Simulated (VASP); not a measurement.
# Zn (P6_3/mmc) in VASP: notebook

The runs below take Zn through single point, relaxation of shape and atoms at fixed volume, with PBEsol.

All numbers are computed with VASP 6.6.1; they aren't measurements. Logs are shortened: lines on timing, memory, paths and dates and some standing lists are left out, and cuts for length are marked.

### 1 The cell of the first run

The structure is hexagonal, space group P6_3/mmc (No. 194). The conventional cell has a = 2.601 Å, b = 2.601 Å, c = 5.009 Å, α = 90.00°, β = 90.00°, γ = 120.00°. Within 3.4 Å of Zn (site symmetry -6m2) lie 12 Zn at 2.60 to 2.92 Å.

### 2 Single point, PBEsol (14.68 Å³/atom)

File INCAR:

```
PREC = Accurate ; ENCUT = 520
EDIFF = 1E-6 ; ISMEAR = 0
SIGMA = 0.1 ; LREAL = F
LASPH = T ; NELM = 60
ALGO = Fast ; ISIF = 2
LWAVE = F ; LCHARG = T
GGA = PS ; LELF = T
LVHAR = T ; NBANDS = 19
```

File KPOINTS:

```
regular mesh
0
Gamma
  18 18 8
```

File POSCAR:

```
Zn
1.0
    2.6012931204      0.0000000000      0.0000000000
   -1.3006465602      2.2527859249      0.0000000000
    0.0000000000      0.0000000000      5.0085885392
Zn
2
Direct
    0.3333333333      0.6666666667      0.2500000000
    0.6666666667      0.3333333333      0.7500000000
```

Potentials or basis: VASP PAW PBE potentials, release 64 (Zn).

Started as:

```
> cat potpaw_PBE.64/Zn/POTCAR > POTCAR
> mpirun -np 1 vasp_std > vasp.out
```

OUTCAR:

```text
PREC = Accurate
   ENCUT = 520
   EDIFF = 1E-6
   ISMEAR = 0
   LREAL = F
   LASPH = T
   NELM = 60
   ISIF = 2
   GGA = PS

 ion  position               nearest neighbor table
   1  0.333  0.667  0.250-   2 2.92   2 2.92   2 2.92   2 2.92   2 2.92   2 2.92
   2  0.667  0.333  0.750-   1 2.92   1 2.92   1 2.92   1 2.92   1 2.92   1 2.92

  LATTYP: Found a hexagonal cell.
 ALAT       =     2.6012931204
 C/A-ratio  =     1.9254225908

  Lattice vectors:

 A1 = (   2.6012931204,   0.0000000000,   0.0000000000)
 A2 = (  -1.3006465602,   2.2527859249,   0.0000000000)
 A3 = (   0.0000000000,   0.0000000000,   5.0085885392)

Analysis of symmetry for initial positions (statically):
=====================================================================
 Subroutine PRICEL returns:
 Original cell was already a primitive cell.

 Routine SETGRP: Setting up the symmetry group for a
 hexagonal supercell.

 Subroutine GETGRP returns: Found 24 space group operations
 (whereof 12 operations were pure point group operations)
 out of a pool of 24 trial point group operations.

The static configuration has the point symmetry D_3d.
 The point group associated with its full space group is D_6h.

Analysis of symmetry for dynamics (positions and initial velocities):
=====================================================================
 Subroutine PRICEL returns:
 Original cell was already a primitive cell.

 Routine SETGRP: Setting up the symmetry group for a
 hexagonal supercell.

 Subroutine GETGRP returns: Found 24 space group operations
 (whereof 12 operations were pure point group operations)
 out of a pool of 24 trial point group operations.

The dynamic configuration has the point symmetry D_3d.
 The point group associated with its full space group is D_6h.

 Subroutine INISYM returns: Found 24 space group operations
 (whereof 12 operations are pure point group operations),
 and found     1 'primitive' translations

----------------------------------------------------------------------------------------

                                     Primitive cell

  volume of cell :      29.3511

  direct lattice vectors                    reciprocal lattice vectors
     2.601293120  0.000000000  0.000000000     0.384424190  0.221947409  0.000000000
    -1.300646560  2.252785925  0.000000000     0.000000000  0.443894819  0.000000000
     0.000000000  0.000000000  5.008588539     0.000000000  0.000000000  0.199657048

  length of vectors
     2.601293120  2.601293120  5.008588539     0.443894819  0.443894819  0.199657048

  position of ions in fractional coordinates (direct lattice)
     0.333333333  0.666666667  0.250000000
     0.666666667  0.333333333  0.750000000

  ion indices of the primitive-cell ions
   primitive index   ion index
                 1           1
                 2           2

----------------------------------------------------------------------------------------

 KPOINTS: regular mesh

Automatic generation of k-mesh.
 Grid dimensions read from file:
 generate k-points for:   18   18    8

 Generating k-lattice:

  Cartesian coordinates                     Fractional coordinates (reciprocal lattice)
     0.021356899  0.012330412  0.000000000     0.055555556  0.000000000  0.000000000
     0.000000000  0.024660823  0.000000000     0.000000000  0.055555556  0.000000000
     0.000000000  0.000000000  0.024957131     0.000000000  0.000000000  0.125000000

  Length of vectors
     0.024660823  0.024660823  0.024957131

  Shift w.r.t. Gamma in fractional coordinates (k-lattice)
     0.000000000  0.000000000  0.000000000

 Subroutine IBZKPT returns following result:
 ===========================================

 Found    185 irreducible k-points:

 Following reciprocal coordinates:
            Coordinates               Weight
  0.000000  0.000000  0.000000      1.000000
  0.055556  0.000000  0.000000      6.000000
  0.111111  0.000000  0.000000      6.000000
  0.166667  0.000000  0.000000      6.000000
  0.222222  0.000000  0.000000      6.000000
  0.277778 -0.000000  0.000000      6.000000
[... 16 lines left out ...]
  0.333333  0.111111  0.000000     12.000000
  0.388889  0.111111  0.000000     12.000000
 [... further k-points ...]
   k-points           NKPTS =    185   k-points in BZ     NKDIM =    185   number of bands    NBANDS=     19
   number of dos      NEDOS =    301   number of ions     NIONS =      2
   total plane-waves  NPLWV =  16000
   dimension x,y,z NGX =    20 NGY =   20 NGZ =   40
   dimension x,y,z NGXF=    40 NGYF=   40 NGZF=   80
   ions per type =               2
   NGX,Y,Z   is equivalent  to a cutoff of  12.78, 12.78, 13.28 a.u.
   NGXF,Y,Z  is equivalent  to a cutoff of  25.56, 25.56, 26.55 a.u.
 SYSTEM =  unknown system
   PREC   = accura    normal or accurate (medium, high low for compatibility)
   ISTART =      0    job   : 0-new  1-cont  2-samecut
   ICHARG =      2    charge: 1-file 2-atom 10-const
   ISPIN  =      1    spin polarized calculation?
   LNONCOLLINEAR =      F non collinear calculations
   LSORBIT =      F    spin-orbit coupling
   LASPH  =      T    aspherical Exc in radial PAW
   ENCUT  =  520.0 eV  38.22 Ry    6.18 a.u.   4.84  4.84  9.31*2*pi/ulx,y,z
   NELM   =     60;   NELMIN=  2; NELMDL= -5     # of ELM steps
   EDIFF  = 0.1E-05   stopping-criterion for ELM
   LREAL  =      F    real-space projection
   EDIFFG = 0.1E-04   stopping-criterion for IOM
   NSW    =      0    number of steps for IOM
   IBRION =     -1    ionic relax: 0-MD 1-quasi-New 2-CG
   NFREE  =      0    steps in history (QN), initial steepest desc. (CG)
   ISIF   =      2    stress and relaxation
   ISYM   =      2    0-nonsym 1-usesym 2-fastsym
   POTIM  = 0.5000    time-step for ionic-motion
   TEBEG  =    0.0;   TEEND  =   0.0 temperature during run
   PSTRESS=    0.0 pullay stress
   NELECT =      24.0000    total number of electrons
   NUPDOWN=      -1.0000    fix difference up-down
   EMIN   =  10.00;   EMAX   =-10.00  energy-range for DOS
   EFERMI =   0.00;   METHOD = LEGACY
   ISMEAR =     0;   SIGMA  =   0.10  broadening in eV -4-tet -1-fermi 0-gaus
   EFERMI_NEDOS =   21; number of points for ismear=-14 and -15
   IALGO  =     68    algorithm
   IMIX   =      4    mixing-type and parameters
     AMIX     =   0.40;   BMIX     =  1.00
     AMIX_MAG =   1.60;   BMIX_MAG =  1.00
  volume/ion in A,a.u.               =      14.68        99.04
  Fermi-wavevector in a.u.,A,eV,Ry     =   1.530866  2.892916 31.885925  2.343549
  Thomas-Fermi vector in A             =   2.638289
   LORBIT       =      0    0 simple, 1 ext, 2 COOP (PROOUT), +10 PAW based schemes
   GGA     = PS    functional components
   LHFCALC =     F    Hartree Fock is set to
   AEXX    =    0.0000 exact exchange contribution
   IVDW    =     0    specifies the selected vdW correction
   LEPSILON=     F    determine dielectric tensor
   LRPA    =     F    only Hartree local field effects (RPA)
 non-spin polarized calculation
 RMM-DIIS sequential band-by-band and
 Gauss-broadening in eV      SIGMA  =   0.10
  energy-cutoff  :      520.00
  volume of cell :       29.35
 maximum number of plane-waves:       805
 NGX is ok and might be reduce to    20
   NGX =  9   NGY =  9   NGZ = 19

 number of electron      24.0000034 magnetization

 Free energy of the ion-electron system (eV)
  ---------------------------------------------------
  ext. energy  EPLUGINS =         0.00000000
  ---------------------------------------------------
  free energy    TOTEN  =        -3.16843670 eV

  energy without entropy =       -3.16662653  energy(sigma->0) =       -3.16753161

 E-fermi :   3.2161     XC(G=0): -11.8807

 val. band max:        3.1888152989   @ k =   0.2778   0.1667   0.0000
 cond. band min:       3.2230813739   @ k =   0.3333   0.2778   0.5000
 fundamental gap:      0.0342660750
 Fermi energy:         3.2161062678

 k-point     1 :       0.0000    0.0000    0.0000
  band No.  band energies     occupation
      1      -7.5241      2.00000
      2      -5.6591      2.00000
      3      -4.8689      2.00000
      4      -4.5800      2.00000
      5      -4.5800      2.00000
      6      -4.5349      2.00000
[... 11 lines left out ...]
     18      23.2189      0.00000
     19      23.4181      0.00000

 k-point     2 :       0.0556    0.0000    0.0000
  band No.  band energies     occupation
      1      -7.4273      2.00000
      2      -5.6116      2.00000
      3      -4.8564      2.00000
      4      -4.5921      2.00000
      5      -4.5556      2.00000
      6      -4.5470      2.00000
[... 11 lines left out ...]
     18      22.2515      0.00000
     19      24.4316      0.00000

 k-point     3 :       0.1111    0.0000    0.0000
  band No.  band energies     occupation
      1      -7.1407      2.00000
      2      -5.4811      2.00000
      3      -4.8248      2.00000
      4      -4.6217      2.00000
      5      -4.5733      2.00000
      6      -4.4849      2.00000
[... 11 lines left out ...]
     18      21.3681      0.00000
     19      22.9500      0.00000

 k-point     4 :       0.1667    0.0000    0.0000
  band No.  band energies     occupation
      1      -6.6794      2.00000
      2      -5.3106      2.00000
      3      -4.7933      2.00000
      4      -4.6582      2.00000
      5      -4.5633      2.00000
      6      -4.4215      2.00000
[... 11 lines left out ...]
     18      20.2252      0.00000
     19      20.9755      0.00000

 k-point     5 :       0.2222    0.0000    0.0000
  band No.  band energies     occupation
      1      -6.0945      2.00000
      2      -5.1899      2.00000
      3      -4.7493      2.00000
      4      -4.6667      2.00000
      5      -4.6217      2.00000
      6      -4.4494      2.00000
[... 11 lines left out ...]
     18      18.9671      0.00000
     19      19.6654      0.00000
[... 334 lines left out ...]
      2      -5.0676      2.00000
      3      -4.8096      2.00000
      4      -4.7047      2.00000
      5      -4.6600      2.00000
      6      -4.4647      2.00000
[... 11 lines left out ...]
     18      18.0416      0.00000
     19      18.8658      0.00000

 k-point    22 :       0.2778    0.1111    0.0000
  band No.  band energies     occupation
      1      -5.1954      2.00000
      2      -5.1184      2.00000
      3      -4.9249      2.00000
      4      -4.5604      2.00000
      5      -4.5251      2.00000
      6      -4.4693      2.00000
[... 11 lines left out ...]
     18      17.3836      0.00000
     19      18.5957      0.00000

 k-point    23 :       0.3333    0.1111    0.0000
  band No.  band energies     occupation
      1      -5.2372      2.00000
      2      -5.1566      2.00000
      3      -5.0062      2.00000
      4      -4.5714      2.00000
      5      -4.4680      2.00000
      6      -4.3693      2.00000
[... 11 lines left out ...]
     18      16.8870      0.00000
     19      18.2325      0.00000

 k-point    24 :       0.3889    0.1111    0.0000
  band No.  band energies     occupation
      1      -5.2807      2.00000
      2      -5.1887      2.00000
      3      -5.0540      2.00000
      4      -4.6004      2.00000
      5      -4.4097      2.00000
      6      -4.4039      2.00000
[... 11 lines left out ...]
     18      16.5787      0.00000
     19      17.9937      0.00000

 [... further k-points ...]
[... 5 lines left out ...]
  --------------------------------------------------------------------------------------
  -------------------------------------------------------------------------------------
  Total       -0.1972854     -0.1972854     -0.2486220     -0.0000000      0.0000000      0.0000000
  in kB      -10.7691403    -10.7691403    -13.5714309     -0.0000000      0.0000000      0.0000000
  external PRESSURE =     -11.7032372 kB  Pullay stress =       0.0000000 kB

 VOLUME and BASIS-vectors are now :
 -----------------------------------------------------------------------------
  energy-cutoff  :      520.00
  volume of cell :       29.35
      direct lattice vectors                 reciprocal lattice vectors
     2.601293120  0.000000000  0.000000000     0.384424190  0.221947409  0.000000000
    -1.300646560  2.252785925  0.000000000     0.000000000  0.443894819  0.000000000
     0.000000000  0.000000000  5.008588539     0.000000000  0.000000000  0.199657048

 POSITION                                       TOTAL-FORCE (eV/Angst)
 -----------------------------------------------------------------------------------
     -0.00000      1.50186      1.25215        -0.000000      0.000000      0.000000
      1.30065      0.75093      3.75644         0.000000      0.000000      0.000000
 -----------------------------------------------------------------------------------
    total drift:                                0.000000     -0.000000      0.000000

  FREE ENERGIE OF THE ION-ELECTRON SYSTEM (eV)
  ---------------------------------------------------
  free  energy   TOTEN  =        -3.1684366969 eV

  energy  without entropy=       -3.1666265300  energy(sigma->0) =       -3.16753161
```

It took 48 s on 1 thread of Intel Xeon Platinum 8488C (Sapphire Rapids), shared host; peak memory 0.2 GiB.

Results:

* Free energy: -3.1684 eV
* Pressure: -1.2 GPa
* Band gap on the k mesh: zero (bands 12 and 13 overlap by 5.19 eV)

Caveat: the PAW data sets were made with another functional, which shifts forces and pressure a little.

[end of part 1 of 3]
